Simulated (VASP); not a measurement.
# K (Im-3m) in VASP: further runs

The runs below take K through single point, with r2SCAN.

All numbers are computed with VASP 6.6.1; they aren't measurements. Logs are shortened: lines on timing, memory, paths and dates and some standing lists are left out, and cuts for length are marked.

## Step 1: The cell of the first run

It takes space group Im-3m (No. 229, cubic). Conventional cell: a = 5.338 Å, b = 5.338 Å, c = 5.338 Å, α = 90.00°, β = 90.00°, γ = 90.00°.

## Step 2: Single point, r2SCAN

Contents of POSCAR:

```
K
1.0
   -2.6691135720      2.6691135720      2.6691135720
    2.6691135720     -2.6691135720      2.6691135720
    2.6691135720      2.6691135720     -2.6691135720
K
1
Direct
    0.0000000000      0.0000000000      0.0000000000
```

Contents of INCAR.step1:

```
SYSTEM = K
  ALGO = Normal
  EDIFF = 1E-4
  ENCUT = 520
  GGA = PE
  ISMEAR = -1
  LASPH = .TRUE.
  LCHARG = .FALSE.
  LREAL = .FALSE.
  LWAVE = .TRUE.
  NBANDS = 10
  NELM = 80
  PREC = Accurate
  SIGMA = 0.05
```

Contents of INCAR.step2:

```
SYSTEM = K
  ALGO = Normal
  EDIFF = 1E-6
  ENCUT = 520
  ISIF = 2
  ISMEAR = -1
  ISTART = 1
  LASPH = .TRUE.
  LCHARG = .FALSE.
  LMIXTAU = .TRUE.
  LREAL = .FALSE.
  LWAVE = .FALSE.
  METAGGA = R2SCAN
  NBANDS = 10
  NELM = 80
  PREC = Accurate
  SIGMA = 0.05
```

Contents of KPOINTS:

```
k-points
0
G
  16 16 16
  0 0 0
```

Potentials or basis: VASP PAW PBE potentials, release 64 (K_sv).

Run with:

```
$ cat potpaw_PBE.64/K_sv/POTCAR > POTCAR
$ cp INCAR.step1 INCAR
$ mpirun -np 1 vasp_std > vasp.out
$ cp INCAR.step2 INCAR
$ mpirun -np 1 vasp_std > vasp.out
```

OUTCAR:

```text
SYSTEM = K
   EDIFF = 1E-6
   ENCUT = 520
   ISIF = 2
   ISMEAR = -1
   ISTART = 1
   LASPH = .TRUE.
   LREAL = .FALSE.
   METAGGA = R2SCAN
   NELM = 80
   PREC = Accurate

 ion  position               nearest neighbor table
   1  0.000  0.000  0.000-

  LATTYP: Found a body centered cubic cell.
 ALAT       =     5.3382271440

  Lattice vectors:

 A1 = (  -2.6691135720,   2.6691135720,   2.6691135720)
 A2 = (   2.6691135720,  -2.6691135720,   2.6691135720)
 A3 = (   2.6691135720,   2.6691135720,  -2.6691135720)

Analysis of symmetry for initial positions (statically):
=====================================================================
 Subroutine PRICEL returns:
 Original cell was already a primitive cell.

 Routine SETGRP: Setting up the symmetry group for a
 body centered cubic supercell.

 Subroutine GETGRP returns: Found 48 space group operations
 (whereof 48 operations were pure point group operations)
 out of a pool of 48 trial point group operations.

The static configuration has the point symmetry O_h .

Analysis of symmetry for dynamics (positions and initial velocities):
=====================================================================
 Subroutine PRICEL returns:
 Original cell was already a primitive cell.

 Routine SETGRP: Setting up the symmetry group for a
 body centered cubic supercell.

 Subroutine GETGRP returns: Found 48 space group operations
 (whereof 48 operations were pure point group operations)
 out of a pool of 48 trial point group operations.

The dynamic configuration has the point symmetry O_h .

 Subroutine INISYM returns: Found 48 space group operations
 (whereof 48 operations are pure point group operations),
 and found     1 'primitive' translations

----------------------------------------------------------------------------------------

                                     Primitive cell

  volume of cell :      76.0608

  direct lattice vectors                    reciprocal lattice vectors
    -2.669113572  2.669113572  2.669113572     0.000000000  0.187328110  0.187328110
     2.669113572 -2.669113572  2.669113572     0.187328110  0.000000000  0.187328110
     2.669113572  2.669113572 -2.669113572     0.187328110  0.187328110  0.000000000

  length of vectors
     4.623040318  4.623040318  4.623040318     0.264921953  0.264921953  0.264921953

  position of ions in fractional coordinates (direct lattice)
[... 75 lines left out ...]
   ENCUT  =  520.0 eV  38.22 Ry    6.18 a.u.   8.60  8.60  8.60*2*pi/ulx,y,z
   NELM   =     80;   NELMIN=  2; NELMDL=  0     # of ELM steps
   EDIFF  = 0.1E-05   stopping-criterion for ELM
   LREAL  =      F    real-space projection
   EDIFFG = 0.1E-04   stopping-criterion for IOM
   NSW    =      0    number of steps for IOM
   IBRION =     -1    ionic relax: 0-MD 1-quasi-New 2-CG
   NFREE  =      0    steps in history (QN), initial steepest desc. (CG)
   ISIF   =      2    stress and relaxation
   ISYM   =      2    0-nonsym 1-usesym 2-fastsym
   POTIM  = 0.5000    time-step for ionic-motion
   TEBEG  =    0.0;   TEEND  =   0.0 temperature during run
   PSTRESS=    0.0 pullay stress
   NELECT =       9.0000    total number of electrons
   NUPDOWN=      -1.0000    fix difference up-down
   EMIN   =  10.00;   EMAX   =-10.00  energy-range for DOS
   EFERMI =   0.00;   METHOD = LEGACY
   ISMEAR =    -1;   SIGMA  =   0.05  broadening in eV -4-tet -1-fermi 0-gaus
   EFERMI_NEDOS =   21; number of points for ismear=-14 and -15
   IALGO  =     38    algorithm
   IMIX   =      4    mixing-type and parameters
     AMIX     =   0.40;   BMIX     =  1.00
     AMIX_MAG =   1.60;   BMIX_MAG =  1.00
  volume/ion in A,a.u.               =      76.06       513.28
  Fermi-wavevector in a.u.,A,eV,Ry     =   0.803715  1.518801  8.788784  0.645957
  Thomas-Fermi vector in A             =   1.911635
   LORBIT       =      0    0 simple, 1 ext, 2 COOP (PROOUT), +10 PAW based schemes
   METAGGA = R2SCAN    functional components
   LHFCALC =     F    Hartree Fock is set to
   AEXX    =    0.0000 exact exchange contribution
   IVDW    =     0    specifies the selected vdW correction
   LEPSILON=     F    determine dielectric tensor
   LRPA    =     F    only Hartree local field effects (RPA)
 non-spin polarized calculation
  energy-cutoff  :      520.00
  volume of cell :       76.06
 maximum number of plane-waves:      2093
   NGX = 17   NGY = 17   NGZ = 17

 number of electron       9.0000001 magnetization

 Free energy of the ion-electron system (eV)
  ---------------------------------------------------
  ext. energy  EPLUGINS =         0.00000000
  ---------------------------------------------------
  free energy    TOTEN  =        -6.01511571 eV

  energy without entropy =       -6.00918098  energy(sigma->0) =       -6.01214835

 E-fermi :  -0.1335     XC(G=0):  -5.8221

 val. band max:       -0.1372547377   @ k =   0.3125   0.1875   0.0000
 cond. band min:      -0.1109715146   @ k =  -0.3125   0.3125   0.3125
 fundamental gap:      0.0262832231
 Fermi energy:        -0.1335351718

 k-point     1 :       0.0000    0.0000    0.0000
  band No.  band energies     occupation
      1     -33.8142      2.00000
      2     -16.4877      2.00000
      3     -16.4877      2.00000
      4     -16.4877      2.00000
      5      -2.3920      2.00000
      6       4.5813      0.00000
      7       4.5814      0.00000
      8       4.5814      0.00000
      9       5.5231      0.00000
     10       5.5231      0.00000
[... 287 lines left out ...]
 k-point    24 :       0.2500    0.1875    0.0000
  band No.  band energies     occupation
      1     -33.8110      2.00000
      2     -16.5356      2.00000
      3     -16.5074      2.00000
      4     -16.4927      2.00000
      5      -0.6476      1.99993
      6       2.1510      0.00000
      7       2.8823      0.00000
      8       5.1540      0.00000
      9       5.3628      0.00000
     10       6.0350      0.00000

 [... further k-points ...]
[... 5 lines left out ...]
  --------------------------------------------------------------------------------------
  -------------------------------------------------------------------------------------
  Total       -0.0029968     -0.0029968     -0.0029968      0.0000000      0.0000000      0.0000000
  in kB       -0.0631268     -0.0631268     -0.0631268      0.0000000      0.0000000      0.0000000
  external PRESSURE =      -0.0631268 kB  Pullay stress =       0.0000000 kB

 VOLUME and BASIS-vectors are now :
 -----------------------------------------------------------------------------
  energy-cutoff  :      520.00
  volume of cell :       76.06
      direct lattice vectors                 reciprocal lattice vectors
    -2.669113572  2.669113572  2.669113572     0.000000000  0.187328110  0.187328110
     2.669113572 -2.669113572  2.669113572     0.187328110  0.000000000  0.187328110
     2.669113572  2.669113572 -2.669113572     0.187328110  0.187328110  0.000000000

 POSITION                                       TOTAL-FORCE (eV/Angst)
 -----------------------------------------------------------------------------------
      0.00000      0.00000      0.00000        -0.000000      0.000000     -0.000000
 -----------------------------------------------------------------------------------
    total drift:                               -0.000000     -0.000000      0.000000

  FREE ENERGIE OF THE ION-ELECTRON SYSTEM (eV)
  ---------------------------------------------------
  free  energy   TOTEN  =        -6.0151157119 eV

  energy  without entropy=       -6.0091809840  energy(sigma->0) =       -6.01214835
```

Wall time 11 min (1 thread of Oxide Virtual Turin-like, shared host); peak memory 0.25 GiB.

What came out:

| Property | Result |
| --- | --- |
| Free energy | -6.0151 eV |
| Pressure | 0.0 GPa |

Caveat: the PAW data sets were made with another functional, which shifts forces and pressure a little.

## Step 3: Single point, r2SCAN

Contents of POSCAR:

```
K
1.0
   -2.6690735306      2.6690735306      2.6690735306
    2.6690735306     -2.6690735306      2.6690735306
    2.6690735306      2.6690735306     -2.6690735306
K
1
Direct
    0.0000000000      0.0000000000      0.0000000000
```

Contents of INCAR.step1:

```
  PREC = Accurate
  ENCUT = 520
  ISMEAR = -1
  SIGMA = 0.05
  LREAL = False
  LASPH = True
  NELM = 80
  NBANDS = 10
  GGA = PE
  ALGO = Normal
  EDIFF = 1E-4
  LWAVE = True
  LCHARG = False
```

Contents of INCAR.step2:

```
  PREC = Accurate
  ENCUT = 520
  EDIFF = 1E-6
  ISMEAR = -1
  SIGMA = 0.05
  LREAL = False
  LASPH = True
  NELM = 80
  ALGO = Normal
  ISIF = 2
  LWAVE = False
  LCHARG = False
  METAGGA = R2SCAN
  LMIXTAU = True
  NBANDS = 10
  ISTART = 1
```

Contents of KPOINTS:

```
Automatic mesh
0
Gamma
  16 16 16
```

Potentials or basis: VASP PAW PBE potentials, release 64 (K_sv).

Run with:

```
$ cat potpaw_PBE.64/K_sv/POTCAR > POTCAR
$ cp INCAR.step1 INCAR
$ mpirun -np 1 vasp_std > vasp.out
$ cp INCAR.step2 INCAR
$ mpirun -np 1 vasp_std > vasp.out
```

Run time: 9.7 min. Hardware: 1 thread of Oxide Virtual Turin-like, shared host; peak memory 0.25 GiB.

Results (log left out):

```
Free energy : -6.0151 eV
Pressure    : 0.0 GPa
```

Levels at points of the mesh, in eV from the Fermi level:
```csv
k point,band 2,band 3,band 4,band 5,band 6,band 7
"(0.00, 0.00, 0.00)",-16.35,-16.35,-16.35,-2.26,4.71,4.71
"(0.50, 0.00, 0.00)",-16.42,-16.37,-16.35,0.57,0.62,3.47
"(0.50, 0.50, 0.50)",-16.40,-16.40,-16.40,1.79,1.79,3.68
```

Caveat: the PAW data sets were made with another functional, which shifts forces and pressure a little.
